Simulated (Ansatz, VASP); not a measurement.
## IrC in VASP and in Ansatz

```
Ir C
1.0
     2.72215    0.00000    0.00000
     0.00000    2.72215    0.00000
     0.00000    0.00000    2.72215
Ir C
1 1
Direct
  0.50000 0.50000 0.50000
  0.00000 0.00000 0.00000
```

Change from the starting cell: species swapped into the NbIr type (P4/mmm, No. 123).

Alike in both runs: functional PBE; k mesh 20 × 20 × 20; occupations gaussian, width 0.1 eV; no spin polarisation.

Ansatz relaxed the structure, and its values are those at the end. VASP's run is a single point on that final structure, the one shown.

|  | VASP | Ansatz |
| --- | --- | --- |
| version | VASP 6.6.1 | Ansatz 0.2.0 |
| potentials or method | VASP PAW PBE potentials, release 64 (Ir_sv_GW, C), cutoff 600 eV | scalar-relativistic, plane waves, PAW |
| valence electrons in the cell | 21 | 21 |

|  | VASP | Ansatz | Ansatz less VASP |
| --- | --- | --- | --- |
| gap on the k mesh at the Fermi level (eV) | none | none | - |
| pressure (GPa) | -0.8 | 0.0 | +0.75 |

A gap of «none» marks a metal or a gap that the smearing closes.

Neither program's run includes spin-orbit coupling.
